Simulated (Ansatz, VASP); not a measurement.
**Two plane-wave programs on HfC**

INCAR

```
SYSTEM = HfC
  PREC = Accurate
  ENCUT = 520
  EDIFF = 1E-6
  ISMEAR = 0
  SIGMA = 0.15
  LREAL = .False.
  LASPH = .True.
  NELM = 80
  ALGO = Normal
  ISIF = 2
  LWAVE = .False.
  LCHARG = .False.
  GGA = PE
  NBANDS = 14
```

The input KPOINTS:

```
Automatic mesh
0
Gamma
  18 18 18
  0 0 0
```

POSCAR

```
HfC
1.0
    0.1525200000      2.3250000000      2.3250000000
    2.4775200000      0.0000000000      2.4775200000
    2.3250000000      2.3250000000      0.1525200000
Hf C
1 1
Direct
    0.5000000000      0.5000000000      0.5000000000
    0.0000000000      0.0000000000      0.0000000000
```

Input for Ansatz:

```yaml
crystal:
  lattice:
    - [0.15252, 2.325, 2.325]
    - [2.47752, 0.0, 2.47752]
    - [2.325, 2.325, 0.15252]
  atoms:
    - { symbol: Hf, position: [0.5, 0.5, 0.5] }
    - { symbol: C, position: [0.0, 0.0, 0.0] }
basis:
  ecutwfc: 420
kpoints:
  mp_grid: { grid: [18, 18, 18] }
hamiltonian:
  xc: pbe
scf:
  occupations: { method: gaussian, width: 0.15 }
output:
  forces: true
  stress: true
  eigenvalues: true
```

Change from the starting cell: strain +0.1312 x Voigt [0, 0, 0, 0, 1, 0], atoms carried along.

Alike in both runs: task single point; functional PBE; k mesh 18 × 18 × 18; occupations gaussian, width 0.15 eV; no spin polarisation.

|  | VASP | Ansatz |
| --- | --- | --- |
| version | VASP 6.6.1 | Ansatz 0.2.0 |
| potentials or method | VASP PAW PBE potentials, release 64 (Hf_pv, C), cutoff 520 eV | scalar-relativistic, plane waves, PAW |
| valence electrons in the cell | 14 | 30 |

|  | VASP | Ansatz | Ansatz less VASP |
| --- | --- | --- | --- |
| gap on the k mesh at the Fermi level (eV) | none | none | - |
| pressure (GPa) | 0.6 | 1.3 | +0.67 |
| traceless stress, the component that is largest in VASP (GPa) | -21.98 | -21.98 | -0.002 |

A gap of «none» marks a metal or a gap that the smearing closes. VASP's potentials hold 14 valence electrons a cell and Ansatz's 30, so a difference there can come from the potentials and not from the codes.

Neither program's run includes spin-orbit coupling.
